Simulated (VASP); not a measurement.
# AlRu in VASP: further runs, part 2 of 3

VASP 6.6.1. Earlier steps stand in the parts before.

## (3) Electric field gradients, PBE (z stretched by +1 % at fixed volume)

INCAR

```
SYSTEM = AlRu
PREC = Accurate
ENCUT = 520
EDIFF = 1E-8
ISMEAR = -1
SIGMA = 0.05
LREAL = .FALSE.
LASPH = .TRUE.
NELM = 80
ALGO = Normal
ISIF = 2
LWAVE = .FALSE.
LCHARG = .FALSE.
GGA = PE
LEFG = .TRUE.
NBANDS = 16
```

KPOINTS

```
regular mesh
0
G
  12 12 12
  0 0 0
```

POSCAR

```
AlRu
1.0
    2.9767532582      0.0000000000      0.0000000000
    0.0000000000      2.9767532582      0.0000000000
    0.0000000000      0.0000000000      3.0215160000
Al Ru
1 1
Direct
    0.0000000000      0.0000000000      0.0000000000
    0.5000000000      0.5000000000      0.5000000000
```

Potentials or basis: VASP PAW PBE potentials, release 64 (Al, Ru_pv).

Started as:

```console
$ cat potpaw_PBE.64/Al/POTCAR potpaw_PBE.64/Ru_pv/POTCAR > POTCAR
$ mpirun -np 1 vasp_std > vasp.out
```

OUTCAR:

```text
SYSTEM = AlRu
   PREC = Accurate
   ENCUT = 520
   EDIFF = 1E-8
   ISMEAR = -1
   LREAL = .FALSE.
   LASPH = .TRUE.
   NELM = 80
   ISIF = 2
   GGA = PE

 ion  position               nearest neighbor table
   1  0.000  0.000  0.000-   2 2.59   2 2.59   2 2.59   2 2.59   2 2.59   2 2.59   2 2.59   2 2.59

   2  0.500  0.500  0.500-   1 2.59   1 2.59   1 2.59   1 2.59   1 2.59   1 2.59   1 2.59   1 2.59

  LATTYP: Found a simple tetragonal cell.
 ALAT       =     2.9767532582
 C/A-ratio  =     1.0150374377

  Lattice vectors:

 A1 = (   2.9767532582,   0.0000000000,   0.0000000000)
 A2 = (   0.0000000000,   2.9767532582,   0.0000000000)
 A3 = (   0.0000000000,   0.0000000000,   3.0215160000)

Analysis of symmetry for initial positions (statically):
=====================================================================
 Subroutine PRICEL returns:
 Original cell was already a primitive cell.

 Routine SETGRP: Setting up the symmetry group for a
 simple tetragonal supercell.

 Subroutine GETGRP returns: Found 16 space group operations
 (whereof 16 operations were pure point group operations)
 out of a pool of 16 trial point group operations.

The static configuration has the point symmetry D_4h.

Analysis of symmetry for dynamics (positions and initial velocities):
=====================================================================
 Subroutine PRICEL returns:
 Original cell was already a primitive cell.

 Routine SETGRP: Setting up the symmetry group for a
 simple tetragonal supercell.

 Subroutine GETGRP returns: Found 16 space group operations
 (whereof 16 operations were pure point group operations)
 out of a pool of 16 trial point group operations.

The dynamic configuration has the point symmetry D_4h.

 Subroutine INISYM returns: Found 16 space group operations
 (whereof 16 operations are pure point group operations),
 and found     1 'primitive' translations

----------------------------------------------------------------------------------------

                                     Primitive cell

  volume of cell :      26.7738

  direct lattice vectors                    reciprocal lattice vectors
     2.976753258  0.000000000  0.000000000     0.335936476  0.000000000  0.000000000
     0.000000000  2.976753258  0.000000000     0.000000000  0.335936476  0.000000000
     0.000000000  0.000000000  3.021516000     0.000000000  0.000000000  0.330959690

  length of vectors
     2.976753258  2.976753258  3.021516000     0.335936476  0.335936476  0.330959690

  position of ions in fractional coordinates (direct lattice)
     0.000000000  0.000000000  0.000000000
     0.500000000  0.500000000  0.500000000

  ion indices of the primitive-cell ions
   primitive index   ion index
                 1           1
                 2           2

----------------------------------------------------------------------------------------

 KPOINTS: regular mesh

Automatic generation of k-mesh.
[... 64 lines left out ...]
   ENCUT  =  520.0 eV  38.22 Ry    6.18 a.u.   5.53  5.53  5.62*2*pi/ulx,y,z
   NELM   =     80;   NELMIN=  2; NELMDL= -5     # of ELM steps
   EDIFF  = 0.1E-07   stopping-criterion for ELM
   LREAL  =      F    real-space projection
   EDIFFG = 0.1E-06   stopping-criterion for IOM
   NSW    =      0    number of steps for IOM
   IBRION =     -1    ionic relax: 0-MD 1-quasi-New 2-CG
   NFREE  =      0    steps in history (QN), initial steepest desc. (CG)
   ISIF   =      2    stress and relaxation
   ISYM   =      2    0-nonsym 1-usesym 2-fastsym
   POTIM  = 0.5000    time-step for ionic-motion
   TEBEG  =    0.0;   TEEND  =   0.0 temperature during run
   PSTRESS=    0.0 pullay stress
   NELECT =      17.0000    total number of electrons
   NUPDOWN=      -1.0000    fix difference up-down
   EMIN   =  10.00;   EMAX   =-10.00  energy-range for DOS
   EFERMI =   0.00;   METHOD = LEGACY
   ISMEAR =    -1;   SIGMA  =   0.05  broadening in eV -4-tet -1-fermi 0-gaus
   EFERMI_NEDOS =   21; number of points for ismear=-14 and -15
   IALGO  =     38    algorithm
   IMIX   =      4    mixing-type and parameters
     AMIX     =   0.40;   BMIX     =  1.00
     AMIX_MAG =   1.60;   BMIX_MAG =  1.00
  volume/ion in A,a.u.               =      13.39        90.34
  Fermi-wavevector in a.u.,A,eV,Ry     =   1.407087  2.659009 26.938090  1.979894
  Thomas-Fermi vector in A             =   2.529382
   LORBIT       =      0    0 simple, 1 ext, 2 COOP (PROOUT), +10 PAW based schemes
   GGA     = PE    functional components
[... 5 lines left out ...]
 non-spin polarized calculation
  energy-cutoff  :      520.00
  volume of cell :       26.77
 maximum number of plane-waves:       739
 NGX is ok and might be reduce to    24
   NGX = 11   NGY = 11   NGZ = 11

 number of electron      16.9999996 magnetization

 Free energy of the ion-electron system (eV)
  ---------------------------------------------------
  ext. energy  EPLUGINS =         0.00000000
  ---------------------------------------------------
  free energy    TOTEN  =       -14.26647072 eV

  energy without entropy =      -14.25454090  energy(sigma->0) =      -14.26050581

 E-fermi :  10.7066     XC(G=0): -12.5666

 val. band max:       10.7034067233   @ k =   0.0833   0.0833   0.1667
 cond. band min:      10.7071278955   @ k =   0.0000   0.0000   0.0833
 fundamental gap:      0.0037211721
 Fermi energy:        10.7065867876

 k-point     1 :       0.0000    0.0000    0.0000
  band No.  band energies     occupation
      1     -31.0677      2.00000
      2     -31.0467      2.00000
      3     -31.0467      2.00000
      4       1.0416      2.00000
      5       7.1458      2.00000
      6       7.1561      2.00000
[... 433 lines left out ...]
      3     -31.0353      2.00000
      4       4.7416      2.00000
      5       6.8238      2.00000
      6       8.8634      2.00000
[... 8 lines left out ...]
     15      23.0069      0.00000
     16      25.7229      0.00000

 [... further k-points ...]
[... 5 lines left out ...]
  --------------------------------------------------------------------------------------
  -------------------------------------------------------------------------------------
  Total        0.5631337      0.5631337      0.1136073      0.0000000     -0.0000000     -0.0000000
  in kB       33.6985761     33.6985761      6.7983909      0.0000000     -0.0000000     -0.0000000
  external PRESSURE =      24.7318477 kB  Pullay stress =       0.0000000 kB

 VOLUME and BASIS-vectors are now :
 -----------------------------------------------------------------------------
  energy-cutoff  :      520.00
  volume of cell :       26.77
      direct lattice vectors                 reciprocal lattice vectors
     2.976753258  0.000000000  0.000000000     0.335936476  0.000000000  0.000000000
     0.000000000  2.976753258  0.000000000     0.000000000  0.335936476  0.000000000
     0.000000000  0.000000000  3.021516000     0.000000000  0.000000000  0.330959690

 POSITION                                       TOTAL-FORCE (eV/Angst)
 -----------------------------------------------------------------------------------
      0.00000      0.00000      0.00000         0.000000      0.000000      0.000000
      1.48838      1.48838      1.51076         0.000000      0.000000      0.000000
 -----------------------------------------------------------------------------------
    total drift:                                0.000000     -0.000000     -0.000000

  FREE ENERGIE OF THE ION-ELECTRON SYSTEM (eV)
  ---------------------------------------------------
  free  energy   TOTEN  =       -14.2664707171 eV

  energy  without entropy=      -14.2545409037  energy(sigma->0) =      -14.26050581

 Electric field gradients (V/A^2)
---------------------------------------------------------------------
 ion       V_xx      V_yy      V_zz      V_xy      V_xz      V_yz
---------------------------------------------------------------------
   1       0.004     0.004    -0.008     0.000     0.000     0.000
   2      -4.568    -4.568     9.136     0.000    -0.000    -0.000
---------------------------------------------------------------------

 Electric field gradients after diagonalization (V/A^2)
 (convention: |V_zz| > |V_xx| > |V_yy|)
----------------------------------------------------------------------
 ion       V_xx      V_yy      V_zz     asymmetry (V_yy - V_xx)/ V_zz
----------------------------------------------------------------------
   1       0.004     0.004    -0.008       0.000
   2      -4.568    -4.568     9.136       0.000
----------------------------------------------------------------------

           NMR quadrupolar parameters

 Cq : quadrupolar parameter    Cq=e*Q*V_zz/h
 eta: asymmetry parameters     (V_yy - V_xx)/ V_zz
 Q  : nuclear electric quadrupole moment in mb (millibarn)
----------------------------------------------------------------------
 ion       Cq(MHz)       eta       Q (mb)
----------------------------------------------------------------------
   1      -0.000       0.000       1.000
   2       0.022       0.000       1.000
----------------------------------------------------------------------
```

OSZICAR:

```text
N       E                     dE             d eps       ncg     rms          rms(c)
DAV:   1     0.116742067162E+03    0.11674E+03   -0.91248E+03  6376   0.986E+02
DAV:   2    -0.130277762985E+02   -0.12977E+03   -0.12358E+03  7376   0.294E+02
DAV:   3    -0.149273782695E+02   -0.18996E+01   -0.18931E+01  8016   0.370E+01
DAV:   4    -0.149410845220E+02   -0.13706E-01   -0.13692E-01  7872   0.331E+00
DAV:   5    -0.149412749170E+02   -0.19039E-03   -0.19010E-03  7680   0.373E-01    0.122E+01
DAV:   6    -0.143532310441E+02    0.58804E+00   -0.22969E+00  6792   0.164E+01    0.233E+00
DAV:   7    -0.142819699441E+02    0.71261E-01   -0.17551E-01  6608   0.472E+00    0.204E+00
DAV:   8    -0.142666291759E+02    0.15341E-01   -0.17228E-02  7472   0.104E+00    0.186E-01
DAV:   9    -0.142664775190E+02    0.15166E-03   -0.25656E-04  7792   0.129E-01    0.122E-01
DAV:  10    -0.142664723410E+02    0.51780E-05   -0.23750E-05  7176   0.531E-02    0.507E-03
DAV:  11    -0.142664711803E+02    0.11607E-05   -0.89593E-07  8048   0.985E-03    0.405E-03
DAV:  12    -0.142664708358E+02    0.34453E-06   -0.27537E-08  7640   0.141E-03    0.829E-04
DAV:  13    -0.142664707220E+02    0.11376E-06   -0.24772E-09  4560   0.481E-04    0.110E-04
DAV:  14    -0.142664707171E+02    0.49531E-08   -0.17250E-10  3888   0.133E-04
   1 F= -.14266471E+02 E0= -.14260506E+02  d E =-.119298E-01
```

It took 20 s on 1 thread of Intel Xeon 6975P-C (Granite Rapids), shared host; peak memory 0.2 GiB.

Results:

```yaml
Free_energy: -14.2665 eV
Pressure: 2.5 GPa
```

Electric field gradients, principal values (V/Å²):
```tsv
atom	least	middle	greatest (by size)
1 Al	0.004	0.004	-0.008
2 Ru	-4.568	-4.568	9.136
```

Caveat: without QUAD_EFG the Cq values of the log hold for a quadrupole moment of 1 mb, not for the nuclei.

(Part 2 of 3 ends here.)
